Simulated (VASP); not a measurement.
# Te (Fd-3m) in VASP: single point with PBE

Aim: the single point of Te with PBE.

All numbers are computed with VASP 6.6.1; they aren't measurements. Logs are shortened: lines on timing, memory, paths and dates and some standing lists are left out, and cuts for length are marked.

### Step 1. The cell of the first run

Symmetry: Fd-3m, No. 227, cubic system. Conventional cell: a = 7.253 Å, b = 7.253 Å, c = 7.253 Å, α = 90.00°, β = 90.00°, γ = 90.00°. Within 4.1 Å of Te (site symmetry -43m) lie 4 Te at 3.14 Å.

### Step 2. Single point, PBE

INCAR

```
PREC = Accurate
ENCUT = 520
EDIFF = 1E-6
ISMEAR = -1
SIGMA = 0.05
LREAL = False
LASPH = True
NELM = 80
ALGO = Normal
ISIF = 2
LWAVE = False
LCHARG = False
GGA = PE
NBANDS = 13
```

KPOINTS

```
Automatic mesh
0
Gamma
  11 11 11
```

POSCAR

```
Te
1.0
    0.0000000000      3.6267441370      3.6267441370
    3.6267441370      0.0000000000      3.6267441370
    3.6267441370      3.6267441370      0.0000000000
Te
2
Direct
   -0.1250000000     -0.1250000000     -0.1250000000
    0.1250000000      0.1250000000      0.1250000000
```

Potentials or basis: VASP PAW PBE potentials, release 64 (Te).

Started as:

```
cat potpaw_PBE.64/Te/POTCAR > POTCAR
mpirun -np 1 vasp_std > vasp.out
```

OUTCAR:

```text
PREC = Accurate
   ENCUT = 520
   EDIFF = 1E-6
   ISMEAR = -1
   LREAL = False
   LASPH = True
   NELM = 80
   ISIF = 2
   GGA = PE

 ion  position               nearest neighbor table
   1  0.875  0.875  0.875-   2 3.14   2 3.14   2 3.14   2 3.14
   2  0.125  0.125  0.125-   1 3.14   1 3.14   1 3.14   1 3.14

  LATTYP: Found a face centered cubic cell.
 ALAT       =     7.2534882740

  Lattice vectors:

 A1 = (   0.0000000000,   3.6267441370,   3.6267441370)
 A2 = (   3.6267441370,   0.0000000000,   3.6267441370)
 A3 = (   3.6267441370,   3.6267441370,   0.0000000000)

Analysis of symmetry for initial positions (statically):
=====================================================================
 Subroutine PRICEL returns:
 Original cell was already a primitive cell.

 Routine SETGRP: Setting up the symmetry group for a
 face centered cubic supercell.

 Subroutine GETGRP returns: Found 48 space group operations
 (whereof 12 operations were pure point group operations)
 out of a pool of 48 trial point group operations.

The static configuration has the point symmetry D_3d.
 The point group associated with its full space group is O_h .

Analysis of symmetry for dynamics (positions and initial velocities):
=====================================================================
 Subroutine PRICEL returns:
 Original cell was already a primitive cell.

 Routine SETGRP: Setting up the symmetry group for a
 face centered cubic supercell.

 Subroutine GETGRP returns: Found 48 space group operations
 (whereof 12 operations were pure point group operations)
 out of a pool of 48 trial point group operations.

The dynamic configuration has the point symmetry D_3d.
 The point group associated with its full space group is O_h .

 Subroutine INISYM returns: Found 48 space group operations
 (whereof 12 operations are pure point group operations),
 and found     1 'primitive' translations

----------------------------------------------------------------------------------------

                                     Primitive cell

  volume of cell :      95.4071

  direct lattice vectors                    reciprocal lattice vectors
     0.000000000  3.626744137  3.626744137    -0.137864702  0.137864702  0.137864702
     3.626744137  0.000000000  3.626744137     0.137864702 -0.137864702  0.137864702
     3.626744137  3.626744137  0.000000000     0.137864702  0.137864702 -0.137864702

  length of vectors
     5.128990746  5.128990746  5.128990746     0.238788669  0.238788669  0.238788669

  position of ions in fractional coordinates (direct lattice)
     0.875000000  0.875000000  0.875000000
     0.125000000  0.125000000  0.125000000

  ion indices of the primitive-cell ions
   primitive index   ion index
                 1           1
                 2           2

----------------------------------------------------------------------------------------

 KPOINTS: Automatic mesh

Automatic generation of k-mesh.
 Grid dimensions read from file:
 generate k-points for:   11   11   11

 Generating k-lattice:

  Cartesian coordinates                     Fractional coordinates (reciprocal lattice)
    -0.012533155  0.012533155  0.012533155     0.090909091  0.000000000  0.000000000
     0.012533155 -0.012533155  0.012533155     0.000000000  0.090909091  0.000000000
     0.012533155  0.012533155 -0.012533155     0.000000000  0.000000000  0.090909091

  Length of vectors
     0.021708061  0.021708061  0.021708061

  Shift w.r.t. Gamma in fractional coordinates (k-lattice)
     0.000000000  0.000000000  0.000000000

 Subroutine IBZKPT returns following result:
 ===========================================

 Found     56 irreducible k-points:

 Following reciprocal coordinates:
            Coordinates               Weight
  0.000000  0.000000  0.000000      1.000000
  0.090909  0.000000  0.000000      8.000000
  0.181818  0.000000  0.000000      8.000000
  0.272727  0.000000  0.000000      8.000000
  0.363636  0.000000  0.000000      8.000000
  0.454545  0.000000  0.000000      8.000000
[... 16 lines left out ...]
 -0.272727  0.181818  0.000000     24.000000
 -0.181818  0.181818  0.000000     12.000000
 [... further k-points ...]
   k-points           NKPTS =     56   k-points in BZ     NKDIM =     56   number of bands    NBANDS=     13
   number of dos      NEDOS =    301   number of ions     NIONS =      2
   total plane-waves  NPLWV =  64000
   dimension x,y,z NGX =    40 NGY =   40 NGZ =   40
   dimension x,y,z NGXF=    80 NGYF=   80 NGZF=   80
   ions per type =               2
   NGX,Y,Z   is equivalent  to a cutoff of  12.97, 12.97, 12.97 a.u.
   NGXF,Y,Z  is equivalent  to a cutoff of  25.93, 25.93, 25.93 a.u.
 SYSTEM =  unknown system
   PREC   = accura    normal or accurate (medium, high low for compatibility)
   ISTART =      0    job   : 0-new  1-cont  2-samecut
   ICHARG =      2    charge: 1-file 2-atom 10-const
   ISPIN  =      1    spin polarized calculation?
   LNONCOLLINEAR =      F non collinear calculations
   LSORBIT =      F    spin-orbit coupling
   LASPH  =      T    aspherical Exc in radial PAW
   ENCUT  =  520.0 eV  38.22 Ry    6.18 a.u.   9.54  9.54  9.54*2*pi/ulx,y,z
   NELM   =     80;   NELMIN=  2; NELMDL= -5     # of ELM steps
   EDIFF  = 0.1E-05   stopping-criterion for ELM
   LREAL  =      F    real-space projection
   EDIFFG = 0.1E-04   stopping-criterion for IOM
   NSW    =      0    number of steps for IOM
   IBRION =     -1    ionic relax: 0-MD 1-quasi-New 2-CG
   NFREE  =      0    steps in history (QN), initial steepest desc. (CG)
   ISIF   =      2    stress and relaxation
   ISYM   =      2    0-nonsym 1-usesym 2-fastsym
   POTIM  = 0.5000    time-step for ionic-motion
   TEBEG  =    0.0;   TEEND  =   0.0 temperature during run
   PSTRESS=    0.0 pullay stress
   NELECT =      12.0000    total number of electrons
   NUPDOWN=      -1.0000    fix difference up-down
   EMIN   =  10.00;   EMAX   =-10.00  energy-range for DOS
   EFERMI =   0.00;   METHOD = LEGACY
   ISMEAR =    -1;   SIGMA  =   0.05  broadening in eV -4-tet -1-fermi 0-gaus
   EFERMI_NEDOS =   21; number of points for ismear=-14 and -15
   IALGO  =     38    algorithm
   IMIX   =      4    mixing-type and parameters
     AMIX     =   0.40;   BMIX     =  1.00
     AMIX_MAG =   1.60;   BMIX_MAG =  1.00
  volume/ion in A,a.u.               =      47.70       321.92
  Fermi-wavevector in a.u.,A,eV,Ry     =   0.820241  1.550031  9.153944  0.672796
  Thomas-Fermi vector in A             =   1.931189
   LORBIT       =      0    0 simple, 1 ext, 2 COOP (PROOUT), +10 PAW based schemes
   GGA     = PE    functional components
   LHFCALC =     F    Hartree Fock is set to
   AEXX    =    0.0000 exact exchange contribution
   IVDW    =     0    specifies the selected vdW correction
   LEPSILON=     F    determine dielectric tensor
   LRPA    =     F    only Hartree local field effects (RPA)
 non-spin polarized calculation
  energy-cutoff  :      520.00
  volume of cell :       95.41
 maximum number of plane-waves:      2637
 NGX is ok and might be reduce to    40
   NGX = 19   NGY = 19   NGZ = 19

 number of electron      12.0000001 magnetization

 Free energy of the ion-electron system (eV)
  ---------------------------------------------------
  ext. energy  EPLUGINS =         0.00000000
  ---------------------------------------------------
  free energy    TOTEN  =        -5.45052985 eV

  energy without entropy =       -5.43343662  energy(sigma->0) =       -5.44198324

 E-fermi :   2.9719     XC(G=0):  -7.4289

 val. band max:        2.9654040582   @ k =  -0.2727   0.0909   0.0000
 cond. band min:       2.9723945671   @ k =  -0.2727   0.1818   0.0000
 fundamental gap:      0.0069905089
 Fermi energy:         2.9718991915

 k-point     1 :       0.0000    0.0000    0.0000
  band No.  band energies     occupation
      1      -9.7600      2.00000
      2      -5.7902      2.00000
      3       0.1096      2.00000
      4       0.1096      2.00000
      5       0.1096      2.00000
      6       2.3533      1.99999
      7       2.3533      1.99999
      8       2.3533      1.99999
      9       6.7141      0.00000
     10       8.9771      0.00000
     11       8.9771      0.00000
     12      10.4545      0.00000
     13      10.4545      0.00000

 k-point     2 :       0.0909    0.0000    0.0000
  band No.  band energies     occupation
      1      -9.7179      2.00000
      2      -5.8946      2.00000
      3       0.0496      2.00000
      4       0.0496      2.00000
      5       0.0872      2.00000
      6       2.4436      1.99995
      7       2.4446      1.99995
      8       2.4446      1.99995
      9       6.9218      0.00000
     10       8.8017      0.00000
     11       8.8017      0.00000
     12      10.2884      0.00000
     13      10.8304      0.00000

 k-point     3 :       0.1818    0.0000    0.0000
  band No.  band energies     occupation
      1      -9.5959      2.00000
      2      -6.1751      2.00000
      3      -0.0924      2.00000
      4      -0.0924      2.00000
      5       0.0041      2.00000
      6       2.6673      1.99548
      7       2.6673      1.99548
      8       2.7458      1.97849
      9       7.4330      0.00000
     10       8.5779      0.00000
     11       8.5779      0.00000
     12      10.0370      0.00000
     13      11.6455      0.00000
[... 305 lines left out ...]
 k-point    23 :      -0.2727    0.1818    0.0000
  band No.  band energies     occupation
      1      -9.1256      2.00000
      2      -7.0304      2.00000
      3      -1.0357      2.00000
      4      -0.3817      2.00000
      5       0.5295      2.00000
      6       2.9724      0.99505
      7       3.1890      0.02570
      8       3.8748      0.00000
      9       8.2000      0.00000
     10       8.2311      0.00000
     11       8.9229      0.00000
     12      10.4323      0.00000
     13      11.4374      0.00000

 k-point    24 :      -0.1818    0.1818    0.0000
  band No.  band energies     occupation
      1      -9.3386      2.00000
      2      -6.6772      2.00000
      3      -0.7943      2.00000
      4      -0.2201      2.00000
      5       0.3979      2.00000
      6       2.7756      1.96134
      7       2.9029      1.59779
      8       3.5650      0.00001
      9       8.0994      0.00000
     10       8.1818      0.00000
     11       8.7301      0.00000
     12      10.8965      0.00000
     13      11.1884      0.00000

 [... further k-points ...]
[... 5 lines left out ...]
  --------------------------------------------------------------------------------------
  -------------------------------------------------------------------------------------
  Total       -0.4351696     -0.4351696     -0.4351696      0.0000000      0.0000000     -0.0000000
  in kB       -7.3078294     -7.3078294     -7.3078294      0.0000000      0.0000000     -0.0000000
  external PRESSURE =      -7.3078294 kB  Pullay stress =       0.0000000 kB

 VOLUME and BASIS-vectors are now :
 -----------------------------------------------------------------------------
  energy-cutoff  :      520.00
  volume of cell :       95.41
      direct lattice vectors                 reciprocal lattice vectors
     0.000000000  3.626744137  3.626744137    -0.137864702  0.137864702  0.137864702
     3.626744137  0.000000000  3.626744137     0.137864702 -0.137864702  0.137864702
     3.626744137  3.626744137  0.000000000     0.137864702  0.137864702 -0.137864702

 POSITION                                       TOTAL-FORCE (eV/Angst)
 -----------------------------------------------------------------------------------
      6.34680      6.34680      6.34680         0.000000      0.000000      0.000000
      0.90669      0.90669      0.90669        -0.000000     -0.000000     -0.000000
 -----------------------------------------------------------------------------------
    total drift:                                0.000000      0.000000     -0.000000

  FREE ENERGIE OF THE ION-ELECTRON SYSTEM (eV)
  ---------------------------------------------------
  free  energy   TOTEN  =        -5.4505298493 eV

  energy  without entropy=       -5.4334366223  energy(sigma->0) =       -5.44198324
```

It used 140 s of CPU time on 1 thread of AMD EPYC 7R13 Processor (Zen 3), with other jobs on the host.

What came out:

```yaml
Free_energy: -5.4505 eV
Pressure: -0.7 GPa
Band_gap_on_the_k_mesh: zero (band 6 reaches 3.23 eV, above the bottom of band 7 at 2.35 eV)
```

Levels at points of the mesh, in eV from the Fermi level:
```
           k point  band 3  band 4  band 5  band 6  band 7  band 8  band 9  band 10
(0.00, 0.00, 0.00)   -2.86   -2.86   -2.86   -0.62   -0.62   -0.62    3.74     6.01
```

Caveat: spin-orbit coupling is left out, which moves the levels of the heavy elements.
